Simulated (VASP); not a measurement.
Input of a VASP 6.6.1 run:

File INCAR:

```
SYSTEM = Pt9Se17
ALGO     = Normal         ! electronic algorithm
EDIFF    = 1E-6           ! SCF threshold, eV
ENCUT    = 520            ! plane-wave cutoff, eV
GGA      = PE             ! functional
ISIF     = 2              ! what is computed and relaxed
ISMEAR   = 0              ! smearing method
ISPIN    = 2              ! spin polarisation
LASPH    = .True.         ! aspherical terms in the spheres
LCHARG   = .True.         ! write CHGCAR
LELF     = .True.         ! ELF
LMAXMIX  = 4              ! l up to which the mixer works
LORBIT   = 11             ! projections on sites
LREAL    = Auto         
LUSENCCL = .False.      
LVHAR    = .True.       
LWAVE    = .False.        ! write WAVECAR
MAGMOM   = 1 0 0 1 0 0 0 0 1 0 0 0 0 0 0 0 0 0 0 0 0 0 0 0 0 0 ! initial moments
NBANDS   = 119            ! bands
NELECT   = 193.0        
NELM     = 150            ! most SCF steps
PREC     = Accurate       ! precision mode
SIGMA    = 0.01           ! smearing width, eV
```

The input KPOINTS:

```
Automatic mesh
0
Gamma
  2 2 2
  0.5 0.5 0.5
```

POSCAR

```
Pt9Se17
1.0
   -5.6273392466      3.2489458289      6.5013329040
    0.0000000000     -6.4978916577      6.5013329040
    5.6273392466      3.2489458289      6.5013329040
Pt Se
9 17
Direct
    0.6664865863      0.6695214822      0.6681730906
   -0.0028418006      0.3312677180      0.6658538147
    0.3330505938      0.6671674279     -0.0004050991
    0.3353883011      0.0005926727      0.6681494777
    0.6650788460      0.3315914829     -0.0018680082
   -0.0020477974      0.6674105280      0.3342471056
   -0.0025190220     -0.0008028685     -0.0018699127
    0.3332845960      0.3320726564      0.3342406697
    0.6659949179      0.0001220967      0.3374002808
    0.8172117577      0.4924051346      0.4893546390
    0.1579964848      0.8215373638      0.8185545809
    0.1582661217      0.1513364639      0.4893204309
    0.4874426413      0.4921219273      0.8185507356
    0.8174044371      0.8238061708      0.1592887873
    0.8184043143      0.1525150939      0.8196654796
    0.1544173796      0.4885423633      0.1555116415
    0.4896787334      0.1515237578      0.1592805549
    0.5111750145      0.5099155762      0.1772434105
    0.8572393382      0.1913570824      0.1624900866
    0.1759105472      0.5100269158      0.5121833949
    0.1758008426      0.8452926947      0.1772416897
    0.5117343675      0.1724052605      0.5128935589
    0.8511437221      0.5007495890      0.8518426412
    0.8382883113      0.8458691559      0.5128977051
    0.1666854909      0.1852097636      0.8517883368
    0.5116019420      0.8457364754      0.8404999933
```

Potentials or basis: VASP PAW PBE potentials, release 64 (Pt, Se).

Launch:

```console
$ cat potpaw_PBE.64/Pt/POTCAR potpaw_PBE.64/Se/POTCAR > POTCAR
$ mpirun -np 1 vasp_std > vasp.out
```

Estimate the largest force.

0.013 eV/Å.

Estimate the net moment.

0.50 μB per cell.

Forces in eV/Å, atoms in the order of the input:
```
Pt  -0.002  0.011 -0.006
Pt  -0.001  0.001 -0.004
Pt  -0.002  0.001  0.000
Pt   0.004  0.000 -0.001
Pt   0.001  0.001 -0.002
Pt   0.004  0.005 -0.001
Pt  -0.001  0.003 -0.002
Pt  -0.002 -0.002  0.003
Pt  -0.008 -0.003  0.002
Se   0.000 -0.004 -0.008
Se   0.000 -0.008 -0.005
Se   0.003 -0.004 -0.003
Se  -0.002 -0.004 -0.007
Se   0.000 -0.007  0.000
Se  -0.002 -0.001  0.002
Se   0.003  0.001  0.006
Se  -0.004 -0.003  0.001
Se  -0.006 -0.001 -0.001
Se   0.003  0.002 -0.002
Se   0.005  0.000  0.000
Se   0.008  0.003 -0.004
Se   0.002  0.002  0.003
Se   0.002 -0.002  0.005
Se   0.001  0.005  0.007
Se  -0.007 -0.001  0.011
Se   0.000  0.004  0.006
```

Caveat: the k points lie up to 0.36 Å⁻¹ apart; the cell carries a net charge on a neutralising background, which shifts energy and pressure; the cell differs from its parent crystal (atoms taken out, then relaxed in part).
